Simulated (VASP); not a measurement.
TeAu: relaxation of cell and atoms with PBE

TeAu:

```
CELL_PARAMETERS angstrom
0.00000 3.18275 3.18275
3.18275 0.00000 3.18275
3.18275 3.18275 0.00000
ATOMIC_POSITIONS crystal
Te 0.75000 0.75000 0.75000
Te 0.50000 0.50000 0.50000
Au 0.25000 0.25000 0.25000
Au 0.00000 0.00000 0.00000
```

- Program: VASP 6.6.1
- Task: relaxation of cell and atoms
- Functional: PBE
- Potentials or basis: VASP PAW PBE potentials, release 64 (Te, Au)
- Cutoff: 600 eV
- k mesh: 6 × 6 × 6
- Occupations: gaussian, width 0.1 eV
- Spin: no spin polarisation
- Dipole correction: no
- Further INCAR settings: ALGO = Normal; EDIFF = 1e-06; IBRION = 2; EDIFFG = -0.04; NSW = 90; ISIF = 3

| Item | Value |
| --- | --- |
| Relaxed volume | 23.34 Å³/atom |
| Relaxed cell | a = 5.092 Å, b = 5.092 Å, c = 5.092 Å, α = 60.00°, β = 60.00°, γ = 60.00° |
| Space group after relaxing (to 0.05 Å) | Fd-3m (No. 227) |
| Energy gained by relaxing | 1121.7 meV/atom |
| Ionic steps | 5 |
| Pressure after relaxing | 0.1 GPa |
| Band gap on the k mesh | zero (band 17 reaches 9.91 eV, above the bottom of band 18 at 7.73 eV) |

The path:
```tsv
step	energy change (eV)	largest force (eV/Å)	pressure (GPa)	volume (Å³)
1	0.0000	0.0000	72.48	64.48
2	-1.0923	0.0000	-9.15	159.30
3	-4.4528	0.0000	-2.68	97.39
4	-4.4782	0.0000	-1.43	95.42
5	-4.4868	0.0000	0.12	93.35
```

Final structure:
```
Te Au
1.0
     0.00000    3.60053    3.60053
     3.60053    0.00000    3.60053
     3.60053    3.60053    0.00000
Te Au
2 2
Direct
  0.75000 0.75000 0.75000
  0.50000 0.50000 0.50000
  0.25000 0.25000 0.25000
  0.00000 0.00000 0.00000
```

Levels at points of the mesh, in eV from the Fermi level:
| k point | band 15 | band 16 | band 17 | band 18 | band 19 | band 20 |
| --- | --- | --- | --- | --- | --- | --- |
| (0.00, 0.00, 0.00) | -2.25 | -2.25 | 0.00 | 0.00 | 0.00 | 3.31 |
| (0.50, 0.00, 0.00) | -1.76 | -0.67 | -0.67 | 0.04 | 0.77 | 1.37 |
| (0.50, 0.50, 0.00) | -2.38 | -2.38 | 1.73 | 1.73 | 1.94 | 1.94 |

It took 68 s on 1 thread of Intel(R) Xeon(R) Platinum 8559C (Emerald Rapids), on a shared host, peak memory 0.22 GiB.

Caveat: the volume moved by over 15 % at a fixed basis, so the end points are rough; spin-orbit coupling is left out, which moves the levels of the heavy elements.
